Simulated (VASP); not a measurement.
# Fe3Co: single point with r2SCAN

Crystal: Fe3Co.

```
Fe Co
1.0
     4.02358    0.00000    0.00000
     0.00000    4.02358    0.00000
     0.00000    0.00000    2.82771
Fe Co
3 1
Direct
  0.50000 0.50000 0.00000
  0.50000 0.00000 0.50000
  0.00000 0.50000 0.50000
  0.00000 0.00000 0.00000
```

```yaml
Program: VASP 6.6.1
Task: single point
Functional: r2SCAN
Potentials_or_basis: VASP PAW PBE potentials, release 64 (Fe, Co)
Cutoff: 520 eV
k_mesh: 6 × 6 × 8
Occupations: gaussian, width 0.1 eV
Spin: collinear spin, ferromagnetic start
Starting_moments: "[2.96, 3.16, 3.16, 2.11] μB"
Dipole_correction: no
Further_INCAR_settings: ALGO = Normal; EDIFF = 1e-06; NBANDS = 28
```

```json
{
 "Pressure": "-0.1 GPa",
 "Net moment": "9.73 μB per cell",
 "Site moments": "Fe +2.60, +2.79 (each value once); Co +1.81 μB",
 "Valence electrons inside the program's atomic spheres": "Fe 7.27, 7.21 (each value once); Co 8.28"
}
```

Stress tensor (GPa, compression positive):
```
-0.19  0.00  0.00
 0.00 -0.19  0.00
 0.00  0.00  0.12
```

Levels at points of the mesh, in eV from the Fermi level:
Spin up:
```
           k point  band 18  band 19  band 20  band 21  band 22  band 23  band 24  band 25
(0.00, 0.00, 0.00)    -1.05    -0.92    -0.56    -0.56     0.32     0.32     6.71     6.83
(0.50, 0.00, 0.00)    -2.09    -1.92    -1.91    -1.02    -0.60     4.75     4.77     7.29
(0.50, 0.50, 0.00)    -2.13    -1.93    -1.93    -0.77    -0.65    -0.65    -0.60    16.93
(0.00, 0.00, 0.50)    -1.99    -1.96    -1.91    -0.58    -0.54     8.32     8.34     8.36
(0.50, 0.00, 0.50)    -1.79    -1.64    -1.37     1.46     1.63     1.73     1.83    10.70
(0.50, 0.50, 0.50)    -0.67    -0.67    -0.46     0.25     0.37     0.37     0.49     6.56
```
Spin down:
```
           k point  band 8  band 9  band 10  band 11  band 12  band 13  band 14  band 15  band 16  band 17
(0.00, 0.00, 0.00)   -0.37   -0.24    -0.24    -0.23    -0.23     1.65     1.81     1.90     2.32     2.32
(0.50, 0.00, 0.00)   -1.12   -0.70    -0.64    -0.41     0.42     0.74     1.01     1.23     1.45     1.59
(0.50, 0.50, 0.00)   -0.64   -0.44    -0.34    -0.34     0.35     0.35     0.35     0.44     0.46     1.19
(0.00, 0.00, 0.50)   -1.91   -0.64    -0.32    -0.12    -0.12     0.34     0.34     0.80     1.44     1.94
(0.50, 0.00, 0.50)   -1.58   -1.48    -1.39    -1.17    -1.08     1.33     1.58     1.73     2.07     2.23
(0.50, 0.50, 0.50)   -1.38   -0.32    -0.17    -0.17    -0.02     1.49     1.63     1.88     1.88     2.46
```

Run time: 4.6 min on 1 thread of AMD EPYC 9R45 96-Core Processor (Zen 5), with other jobs on the host, peak memory 0.22 GiB.

Caveat: the PAW data sets were made with another functional, which shifts forces and pressure a little.
